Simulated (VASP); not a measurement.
# B27P26 (a cell with a defect) in VASP: single point with PBE

Aim: the single point of B27P26 (a cell with a defect) with PBE.

Program: VASP 6.6.1. These are calculated values, not measurements. Logs are shortened: lines on timing, memory, paths and dates and some standing lists are left out, and cuts for length are marked.

### Step 1. The cell of the first run

The cell holds a defect, 53 atoms: a = 9.614 Å, b = 9.614 Å, c = 9.614 Å, α = 60.00°, β = 60.00°, γ = 60.00°.

### Step 2. Single point, PBE (atoms taken out, then relaxed in part)

File INCAR:

```
SYSTEM = B27P26
PREC = Accurate
ENCUT = 520
EDIFF = 1E-7
ISMEAR = -1
SIGMA = 0.01
LREAL = Auto
LASPH = .TRUE.
NELM = 60
ALGO = Normal
ISIF = 2
LWAVE = .FALSE.
LCHARG = .FALSE.
GGA = PE
NELECT = 208.0
NBANDS = 138
```

File KPOINTS:

```
regular mesh
0
G
  3 3 3
  0 0 0
```

File POSCAR:

```
B27P26
1.0
    0.0000000000      6.7982171535      6.7982171535
    6.7982171535      0.0000000000      6.7982171535
    6.7982171535      6.7982171535      0.0000000000
B P
27 26
Direct
    0.0000000000      0.0000000000      0.0000000000
   -0.0006640699     -0.0006640699      0.3344909399
   -0.0006640699     -0.0006640699      0.6668371999
   -0.0006640699      0.3344909399     -0.0006640699
   -0.0369656402      0.3456552134      0.3456552134
   -0.0006640699      0.3344909399      0.6668371999
   -0.0006640699      0.6668371999     -0.0006640699
   -0.0006640699      0.6668371999      0.3344909399
   -0.0002101353      0.6667367118      0.6667367118
    0.3344909399     -0.0006640699     -0.0006640699
    0.3456552134     -0.0369656402      0.3456552134
    0.3344909399     -0.0006640699      0.6668371999
    0.3456552134      0.3456552134     -0.0369656402
    0.3456552134      0.3456552134      0.3456552134
    0.3342889353      0.3342889353      0.6657110647
    0.3344909399      0.6668371999     -0.0006640699
    0.3342889353      0.6657110647      0.3342889353
    0.3342889353      0.6657110647      0.6657110647
    0.6668371999     -0.0006640699     -0.0006640699
    0.6668371999     -0.0006640699      0.3344909399
    0.6667367118     -0.0002101353      0.6667367118
    0.6668371999      0.3344909399     -0.0006640699
    0.6657110647      0.3342889353      0.3342889353
    0.6657110647      0.3342889353      0.6657110647
    0.6667367118      0.6667367118     -0.0002101353
    0.6657110647      0.6657110647      0.3342889353
    0.6667367118      0.6667367118      0.6667367118
    0.2480744873      0.2480744873      0.5853266583
    0.2480744873      0.2480744873      0.9185243672
    0.2480744873      0.5853266583      0.2480744873
    0.2495349431      0.5834883523      0.5834883523
    0.2480744873      0.5853266583      0.9185243672
    0.2480744873      0.9185243672      0.2480744873
    0.2480744873      0.9185243672      0.5853266583
    0.2503491302      0.9165502899      0.9165502899
    0.5853266583      0.2480744873      0.2480744873
    0.5834883523      0.2495349431      0.5834883523
    0.5853266583      0.2480744873      0.9185243672
    0.5834883523      0.5834883523      0.2495349431
    0.5834883523      0.5834883523      0.5834883523
    0.5836423308      0.5836423308      0.9163576692
    0.5853266583      0.9185243672      0.2480744873
    0.5836423308      0.9163576692      0.5836423308
    0.5836423308      0.9163576692      0.9163576692
    0.9185243672      0.2480744873      0.2480744873
    0.9185243672      0.2480744873      0.5853266583
    0.9165502899      0.2503491302      0.9165502899
    0.9185243672      0.5853266583      0.2480744873
    0.9163576692      0.5836423308      0.5836423308
    0.9163576692      0.5836423308      0.9163576692
    0.9165502899      0.9165502899      0.2503491302
    0.9163576692      0.9163576692      0.5836423308
    0.9165502899      0.9165502899      0.9165502899
```

Potentials or basis: VASP PAW PBE potentials, release 64 (B, P).

Launch:

```console
$ cat potpaw_PBE.64/B/POTCAR potpaw_PBE.64/P/POTCAR > POTCAR
$ mpirun -np 1 vasp_std > vasp.out
```

OUTCAR:

```text
SYSTEM = B27P26
   PREC = Accurate
   ENCUT = 520
   EDIFF = 1E-7
   ISMEAR = -1
   LREAL = Auto
   LASPH = .TRUE.
   NELM = 60
   ISIF = 2
   GGA = PE
   NELECT = 208.0

 ion  position               nearest neighbor table
   1  0.000  0.000  0.000-  35 1.97  47 1.97  51 1.97  53 1.97
   2  0.999  0.999  0.334-  33 1.95  45 1.95  52 1.96  51 1.96
   3  0.999  0.999  0.667-  34 1.95  46 1.95  52 1.96  53 1.96
   4  0.999  0.334  0.999-  29 1.95  45 1.95  50 1.96  47 1.96
   5  0.963  0.346  0.346-  45 1.90  46 1.90  48 1.90
   6  0.999  0.334  0.667-  46 1.95  28 1.95  49 1.96  47 1.96
   7  0.999  0.667  0.999-  32 1.95  48 1.95  50 1.96  53 1.96
   8  0.999  0.667  0.334-  48 1.95  30 1.95  49 1.96  51 1.96
   9  1.000  0.667  0.667-  50 1.96  52 1.96  49 1.96  31 1.96
  10  0.334  0.999  0.999-  29 1.95  33 1.95  44 1.96  35 1.96
  11  0.346  0.963  0.346-  33 1.90  34 1.90  42 1.90
  12  0.334  0.999  0.667-  34 1.95  28 1.95  43 1.96  35 1.96
  13  0.346  0.346  0.963-  29 1.90  32 1.90  38 1.90
  14  0.346  0.346  0.346-  28 1.90  30 1.90  36 1.90
  15  0.334  0.334  0.666-  31 1.96  37 1.96  28 1.98  29 1.98
  16  0.334  0.667  0.999-  32 1.95  30 1.95  41 1.96  35 1.96
  17  0.334  0.666  0.334-  39 1.96  31 1.96  30 1.98  33 1.98
  18  0.334  0.666  0.666-  31 1.96  40 1.96  34 1.98  32 1.98
  19  0.667  0.999  0.999-  38 1.95  42 1.95  44 1.96  53 1.96
  20  0.667  0.999  0.334-  42 1.95  36 1.95  43 1.96  51 1.96
[... 31 lines left out ...]
  52  0.916  0.916  0.584-   2 1.96   3 1.96   9 1.96  21 1.96
  53  0.917  0.917  0.917-   3 1.96   7 1.96  19 1.96   1 1.97

  LATTYP: Found a face centered cubic cell.
 ALAT       =    13.5964343070

  Lattice vectors:

 A1 = (   0.0000000000,   6.7982171535,   6.7982171535)
 A2 = (   6.7982171535,   0.0000000000,   6.7982171535)
 A3 = (   6.7982171535,   6.7982171535,   0.0000000000)

Analysis of symmetry for initial positions (statically):
=====================================================================
 Subroutine PRICEL returns:
 Original cell was already a primitive cell.

 Routine SETGRP: Setting up the symmetry group for a
 face centered cubic supercell.

 Subroutine GETGRP returns: Found 24 space group operations
 (whereof 24 operations were pure point group operations)
 out of a pool of 48 trial point group operations.

The static configuration has the point symmetry T_d .

Analysis of symmetry for dynamics (positions and initial velocities):
=====================================================================
 Subroutine PRICEL returns:
 Original cell was already a primitive cell.

 Routine SETGRP: Setting up the symmetry group for a
 face centered cubic supercell.

 Subroutine GETGRP returns: Found 24 space group operations
 (whereof 24 operations were pure point group operations)
 out of a pool of 48 trial point group operations.

The dynamic configuration has the point symmetry T_d .

 Subroutine INISYM returns: Found 24 space group operations
 (whereof 24 operations are pure point group operations),
 and found     1 'primitive' translations

----------------------------------------------------------------------------------------

                                     Primitive cell

  volume of cell :     628.3695

  direct lattice vectors                    reciprocal lattice vectors
     0.000000000  6.798217154  6.798217154    -0.073548695  0.073548695  0.073548695
     6.798217154  0.000000000  6.798217154     0.073548695 -0.073548695  0.073548695
     6.798217154  6.798217154  0.000000000     0.073548695  0.073548695 -0.073548695

  length of vectors
     9.614130898  9.614130898  9.614130898     0.127390077  0.127390077  0.127390077

  position of ions in fractional coordinates (direct lattice)
     0.000000000  0.000000000  0.000000000
     0.999335930  0.999335930  0.334490940
     0.999335930  0.999335930  0.666837200
     0.999335930  0.334490940  0.999335930
     0.963034360  0.345655213  0.345655213
     0.999335930  0.334490940  0.666837200
[... 45 lines left out ...]
     0.916357669  0.916357669  0.583642331
     0.916550290  0.916550290  0.916550290

  ion indices of the primitive-cell ions
   primitive index   ion index
                 1           1
                 2           2
                 3           3
                 4           4
                 5           5
                 6           6
[... 45 lines left out ...]
                52          52
                53          53

----------------------------------------------------------------------------------------

 KPOINTS: regular mesh

Automatic generation of k-mesh.
 Grid dimensions read from file:
 generate k-points for:    3    3    3

 Generating k-lattice:

  Cartesian coordinates                     Fractional coordinates (reciprocal lattice)
    -0.024516232  0.024516232  0.024516232     0.333333333  0.000000000  0.000000000
     0.024516232 -0.024516232  0.024516232     0.000000000  0.333333333  0.000000000
     0.024516232  0.024516232 -0.024516232     0.000000000  0.000000000  0.333333333

  Length of vectors
     0.042463359  0.042463359  0.042463359

  Shift w.r.t. Gamma in fractional coordinates (k-lattice)
     0.000000000  0.000000000  0.000000000

 Subroutine IBZKPT returns following result:
 ===========================================

 Found      4 irreducible k-points:

 Following reciprocal coordinates:
            Coordinates               Weight
  0.000000  0.000000  0.000000      1.000000
  0.333333  0.000000  0.000000      8.000000
  0.333333  0.333333  0.000000      6.000000
 -0.333333  0.333333  0.000000     12.000000
   k-points           NKPTS =      4   k-points in BZ     NKDIM =      4   number of bands    NBANDS=    138
   number of dos      NEDOS =    301   number of ions     NIONS =     53
   total plane-waves  NPLWV = 373248
   dimension x,y,z NGX =    72 NGY =   72 NGZ =   72
   dimension x,y,z NGXF=   144 NGYF=  144 NGZF=  144
   ions per type =              27  26
   NGX,Y,Z   is equivalent  to a cutoff of  12.45, 12.45, 12.45 a.u.
   NGXF,Y,Z  is equivalent  to a cutoff of  24.90, 24.90, 24.90 a.u.
 SYSTEM =  B27P26
   PREC   = accura    normal or accurate (medium, high low for compatibility)
   ISTART =      0    job   : 0-new  1-cont  2-samecut
   ICHARG =      2    charge: 1-file 2-atom 10-const
   ISPIN  =      1    spin polarized calculation?
   LNONCOLLINEAR =      F non collinear calculations
   LSORBIT =      F    spin-orbit coupling
   LASPH  =      T    aspherical Exc in radial PAW
   ENCUT  =  520.0 eV  38.22 Ry    6.18 a.u.  17.88 17.88 17.88*2*pi/ulx,y,z
   NELM   =     60;   NELMIN=  2; NELMDL= -5     # of ELM steps
   EDIFF  = 0.1E-06   stopping-criterion for ELM
   LREAL  =      T    real-space projection
   EDIFFG = 0.1E-05   stopping-criterion for IOM
   NSW    =      0    number of steps for IOM
   IBRION =     -1    ionic relax: 0-MD 1-quasi-New 2-CG
   NFREE  =      0    steps in history (QN), initial steepest desc. (CG)
   ISIF   =      2    stress and relaxation
   ISYM   =      2    0-nonsym 1-usesym 2-fastsym
   POTIM  = 0.5000    time-step for ionic-motion
   TEBEG  =    0.0;   TEEND  =   0.0 temperature during run
   PSTRESS=    0.0 pullay stress
   NELECT =     208.0000    total number of electrons
   NUPDOWN=      -1.0000    fix difference up-down
   EMIN   =  10.00;   EMAX   =-10.00  energy-range for DOS
   EFERMI =   0.00;   METHOD = LEGACY
   ISMEAR =    -1;   SIGMA  =   0.01  broadening in eV -4-tet -1-fermi 0-gaus
   EFERMI_NEDOS =   21; number of points for ismear=-14 and -15
   IALGO  =     38    algorithm
   IMIX   =      4    mixing-type and parameters
     AMIX     =   0.40;   BMIX     =  1.00
     AMIX_MAG =   1.60;   BMIX_MAG =  1.00
  volume/ion in A,a.u.               =      11.86        80.01
  Fermi-wavevector in a.u.,A,eV,Ry     =   1.132464  2.140046 17.449115  1.282474
  Thomas-Fermi vector in A             =   2.269165
   LORBIT       =      0    0 simple, 1 ext, 2 COOP (PROOUT), +10 PAW based schemes
   GGA     = PE    functional components
   LHFCALC =     F    Hartree Fock is set to
   AEXX    =    0.0000 exact exchange contribution
   IVDW    =     0    specifies the selected vdW correction
   LEPSILON=     F    determine dielectric tensor
   LRPA    =     F    only Hartree local field effects (RPA)
 non-spin polarized calculation
  energy-cutoff  :      520.00
  volume of cell :      628.37
 maximum number of plane-waves:     16952
   NGX = 35   NGY = 35   NGZ = 35

 number of electron     208.0000001 magnetization

 Free energy of the ion-electron system (eV)
  ---------------------------------------------------
  ext. energy  EPLUGINS =         0.00000000
  ---------------------------------------------------
  free energy    TOTEN  =      -359.55431277 eV

  energy without entropy =     -359.54296285  energy(sigma->0) =     -359.54863781

 E-fermi :   6.5732     XC(G=0): -10.7229

 val. band max:        6.5518652010   @ k =   0.3333   0.3333   0.0000
 cond. band min:       6.5797900465   @ k =   0.3333   0.0000   0.0000
 fundamental gap:      0.0279248455
 Fermi energy:         6.5732307057

 k-point     1 :       0.0000    0.0000    0.0000
  band No.  band energies     occupation
      1      -8.2618      2.00000
      2      -6.4708      2.00000
      3      -6.4708      2.00000
      4      -6.4708      2.00000
      5      -6.3857      2.00000
      6      -6.3848      2.00000
[... 108 lines left out ...]
    115       9.8287      0.00000
    116       9.8287      0.00000

 k-point     2 :       0.3333    0.0000    0.0000
  band No.  band energies     occupation
      1      -8.0459      2.00000
      2      -7.4012      2.00000
      3      -6.6160      2.00000
      4      -6.6160      2.00000
      5      -6.4868      2.00000
      6      -6.3822      2.00000
[... 108 lines left out ...]
    115       9.7061      0.00000
    116       9.7061      0.00000

 k-point     3 :       0.3333    0.3333    0.0000
  band No.  band energies     occupation
      1      -7.9741      2.00000
      2      -7.1126      2.00000
      3      -6.9677      2.00000
      4      -6.9587      2.00000
      5      -6.9587      2.00000
      6      -6.6811      2.00000
[... 108 lines left out ...]
    115      10.1288      0.00000
    116      10.1288      0.00000

 k-point     4 :      -0.3333    0.3333    0.0000
  band No.  band energies     occupation
      1      -7.6961      2.00000
      2      -7.5311      2.00000
      3      -7.3886      2.00000
      4      -6.8811      2.00000
      5      -6.7534      2.00000
      6      -6.0398      2.00000
[... 108 lines left out ...]
    115      10.3689      0.00000
    116      10.4768      0.00000
 [bands above 116 left out]

------------------------ aborting loop because EDIFF is reached ----------------------------------------

  FORCE on cell =-STRESS in cart. coord.  units (eV):
  Direction    XX          YY          ZZ          XY          YZ          ZX
  --------------------------------------------------------------------------------------
  -------------------------------------------------------------------------------------
  Total      -24.0208973    -24.0208973    -24.0208973      0.0000000      0.0000000     -0.0000000
  in kB      -61.2469850    -61.2469850    -61.2469850      0.0000000      0.0000000     -0.0000000
  external PRESSURE =     -61.2469850 kB  Pullay stress =       0.0000000 kB

 VOLUME and BASIS-vectors are now :
 -----------------------------------------------------------------------------
  energy-cutoff  :      520.00
  volume of cell :      628.37
      direct lattice vectors                 reciprocal lattice vectors
     0.000000000  6.798217154  6.798217154    -0.073548695  0.073548695  0.073548695
     6.798217154  0.000000000  6.798217154     0.073548695 -0.073548695  0.073548695
     6.798217154  6.798217154  0.000000000     0.073548695  0.073548695 -0.073548695

 POSITION                                       TOTAL-FORCE (eV/Angst)
 -----------------------------------------------------------------------------------
      0.00000      0.00000      0.00000        -0.000000      0.000000      0.000000
      9.06764      9.06764     13.58741         0.004867      0.004867     -0.012957
     11.32701     11.32701     13.58741        -0.004867     -0.004867     -0.012957
      9.06764     13.58741      9.06764         0.004867     -0.012957      0.004867
      4.69968      8.89676      8.89676        -0.016514      0.016514      0.016514
      6.80725     11.32701      9.06764         0.012957     -0.004867      0.004867
[... 45 lines left out ...]
     10.19733     10.19733     12.45920         0.000000      0.000000     -0.019228
     12.46182     12.46182     12.46182         0.014561      0.014561      0.014561
 -----------------------------------------------------------------------------------
    total drift:                               -0.000002     -0.000002     -0.000002

  FREE ENERGIE OF THE ION-ELECTRON SYSTEM (eV)
  ---------------------------------------------------
  free  energy   TOTEN  =      -359.5543127696 eV

  energy  without entropy=     -359.5429628529  energy(sigma->0) =     -359.54863781
```

It took 15 min on 1 thread of Intel Xeon Platinum 8375C at 2.90GHz (Ice Lake), shared host; peak memory 0.81 GiB.

What came out:

```
Free energy   : -359.5543 eV
Largest force : 0.030 eV/Å
```

Forces in eV/Å, atoms in the order of the input:
```
B    0.000  0.000  0.000
B    0.005  0.005 -0.013
B   -0.005 -0.005 -0.013
B    0.005 -0.013  0.005
B   -0.017  0.017  0.017
B    0.013 -0.005  0.005
B   -0.005 -0.013 -0.005
B    0.013  0.005 -0.005
B    0.003 -0.003 -0.003
B   -0.013  0.005  0.005
B    0.017 -0.017  0.017
B   -0.005  0.013  0.005
B    0.017  0.017 -0.017
B   -0.017 -0.017 -0.017
B    0.000  0.000 -0.010
B   -0.005  0.005  0.013
B    0.000 -0.010  0.000
B    0.010  0.000  0.000
B   -0.013 -0.005 -0.005
B    0.005  0.013 -0.005
B   -0.003  0.003 -0.003
B    0.005 -0.005  0.013
B   -0.010  0.000  0.000
B    0.000  0.010  0.000
B   -0.003 -0.003  0.003
B    0.000  0.000  0.010
B    0.003  0.003  0.003
P    0.021  0.021  0.004
P   -0.021 -0.021  0.004
P    0.021  0.004  0.021
P    0.005 -0.005 -0.005
P   -0.004 -0.021  0.021
P   -0.021  0.004 -0.021
P   -0.004  0.021 -0.021
P    0.015 -0.015 -0.015
P    0.004  0.021  0.021
P   -0.005  0.005 -0.005
P   -0.021 -0.004  0.021
P   -0.005 -0.005  0.005
P    0.005  0.005  0.005
P    0.000  0.000  0.019
P   -0.021  0.021 -0.004
P    0.000  0.019  0.000
P   -0.019  0.000  0.000
P    0.004 -0.021 -0.021
P    0.021 -0.004 -0.021
P   -0.015  0.015 -0.015
P    0.021 -0.021 -0.004
P    0.019  0.000  0.000
P    0.000 -0.019  0.000
P   -0.015 -0.015  0.015
P    0.000  0.000 -0.019
P    0.015  0.015  0.015
```

Caveat: the cell carries a net charge on a neutralising background, which shifts energy and pressure; the cell differs from its parent crystal (atoms taken out, then relaxed in part); the cell is charged against a uniform background, so pressure and absolute levels hang on convention.
